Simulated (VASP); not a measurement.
Wanted: the native input for a VASP 6.6.1 run.

- Task: single point
- Functional: PBE
- Dispersion: D3(BJ)
- Potentials or basis: VASP PAW PBE potentials, release 64 (W_sv, S)
- Cutoff: 520 eV
- k mesh: 10 × 10 × 3
- Occupations: fermi-dirac, width 0.05 eV
- Spin: no spin polarisation
- Dipole correction: no
- Further INCAR settings: ALGO = Normal; EDIFF = 1e-07; NBANDS = 35

The structure of WS2 lies in POSCAR:

```
WS2
1.0
    3.1586513021      0.0000000000      0.0000000000
   -1.5793256511      2.7354722693      0.0000000000
    0.0000000000      0.0000000000     12.2487204784
W S
2 4
Direct
    0.6666666667      0.3333333333      0.7500000000
    0.3333333333      0.6666666667      0.2500000000
    0.6666666667      0.3333333333      0.3785329080
    0.3333333333      0.6666666667      0.8785329080
    0.6666666667      0.3333333333      0.1214670920
    0.3333333333      0.6666666667      0.6214670920
```

These files were run (other wordings do the same):

INCAR

```
SYSTEM = WS2
  PREC = Accurate
  ENCUT = 520
  EDIFF = 1E-7
  ISMEAR = -1
  SIGMA = 0.05
  LREAL = .FALSE.
  LASPH = .TRUE.
  NELM = 60
  ALGO = Normal
  ISIF = 2
  LWAVE = .FALSE.
  LCHARG = .TRUE.
  GGA = PE
  IVDW = 12
  LELF = .TRUE.
  LVHAR = .TRUE.
  NBANDS = 35
```

KPOINTS

```
regular mesh
0
G
  10 10 3
  0 0 0
```

Potentials or basis: VASP PAW PBE potentials, release 64 (W_sv, S).

The run is started by

```console
$ cat potpaw_PBE.64/W_sv/POTCAR potpaw_PBE.64/S/POTCAR > POTCAR
$ mpirun -np 1 vasp_std > vasp.out
```

Results of the run:

```
Pressure                   : -0.6 GPa
Band gap on the k mesh     : 1.03 eV (least direct gap 2.15 eV)
Dispersion energy per atom : -0.430 eV
```

Caveat: three body term missing; spin-orbit coupling is left out, which moves the levels of the heavy elements; an odd mesh through Γ misses points on the zone boundary, where band edges can lie.

Wall time 92 s on 1 thread of Intel(R) Xeon(R) Platinum 8259CL CPU @ 2.50GHz (Skylake/Cascade Lake), on a shared host, peak memory 0.27 GiB.
